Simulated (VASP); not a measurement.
Runs of VASP 6.6.1 on Pd. The structure is that of space group Fm-3m (No. 225), or close to it. The cells are those of the table. 

```csv
level,potentials or basis,cell,k mesh,cutoff (eV),smearing,grid for exact exchange (PRECFOCK),share of exact exchange,screening parameter,gap on the mesh (eV),pressure (GPa)
HSE06,"VASP PAW PBE potentials, release 64 (Pd)","a = 2.753 Å, angles 60.0°, 1 atom",6 × 6 × 6,520,methfessel-paxton 0.05 eV,Normal,0.25,0.2079 1/Å,none,1.2
PBE-based screened hybrid with 25 % exact exchange,"VASP PAW PBE potentials, release 64 (Pd)","a = 2.753 Å, angles 60.0°, 1 atom",6 × 6 × 6,520,fermi-dirac 0.05 eV,Normal,0.25,0.3 1/Å,none,1.8
PBEsol-based screened hybrid with 25 % exact exchange,"VASP PAW PBE potentials, release 64 (Pd)","a = 2.807 Å, angles 60.0°, 1 atom",6 × 6 × 6,520,fermi-dirac 0.05 eV,Normal,0.25,0.207 1/Å,none,-13.6
r2SCAN+D4,"VASP PAW PBE potentials, release 64 (Pd_sv_GW)","a = 2.789 Å, angles 60.0°, 1 atom",12 × 12 × 12,690,fermi-dirac 0.05 eV,-,-,-,none,(b)
HSE06,"VASP PAW PBE potentials, release 64 (Pd)","a = 2.716 Å, angles 60.0°, 1 atom",8 × 8 × 8,520,fermi-dirac 0.05 eV,Normal,0.25,0.2079 1/Å,none,(a)
```

Alike in all rows: task single point; no spin polarisation.

Problem. Fill in the values left out.

Solution. (a) 11.7; (b) -6.3.

Caveats: some runs use coarse meshes; the PAW data sets were made with another functional, which shifts forces and pressure a little; the cell stands under tension (at least some runs); the cell stands under pressure (at least some runs).

A k mesh can miss the band edges, and the runs leave out spin-orbit coupling on Pd.

A gap of «none» marks levels without a gap at the run's occupations.

The runs don't all hold the same shells in valence.
